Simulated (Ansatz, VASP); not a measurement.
## HfO2: VASP beside Ansatz

```
Hf O
1.0
     2.54881   -2.54881    0.00000
     2.54881    0.00000   -2.54881
     7.69569    7.69569    7.69569
Hf O
3 6
Direct
  0.00000 0.00000 0.55201
  0.33333 0.33333 0.33121
  0.66667 0.66667 0.11041
  0.66667 0.66667 0.27601
  0.00000 0.00000 0.05521
  0.33333 0.33333 0.49681
  0.66667 0.66667 0.60721
  0.00000 0.00000 0.38641
  0.33333 0.33333 0.16561
```

Alike in both runs: task single point; functional PBE; k mesh 7 × 7 × 3; occupations gaussian, width 0.05 eV; no spin polarisation.

|  | VASP | Ansatz |
| --- | --- | --- |
| version | VASP 6.6.1 | Ansatz 0.2.0 |
| potentials or method | VASP PAW PBE potentials, release 64 (Hf_pv, O), cutoff 520 eV | scalar-relativistic, plane waves, PAW |
| valence electrons in the cell | 66 | 114 |

```csv
,VASP,Ansatz,Ansatz less VASP
gap on the k mesh at the Fermi level (eV),4.17,4.19,+0.023
least direct gap on the mesh (eV),4.22,4.23,+0.005
pressure (GPa),-8.2,-6.0,+2.18
"traceless stress, the component that is largest in VASP (GPa)",2.27,2.07,-0.207
rms of the force components (eV/Å),0.345,0.327,-0.0172
```

Atom by atom the forces differ by 0.047 eV/Å (rms over components). VASP's potentials hold 66 valence electrons a cell and Ansatz's 114, so a difference there can come from the potentials and not from the codes. Ansatz's warnings: xc potential rough in thin density.

Neither program's run includes spin-orbit coupling.
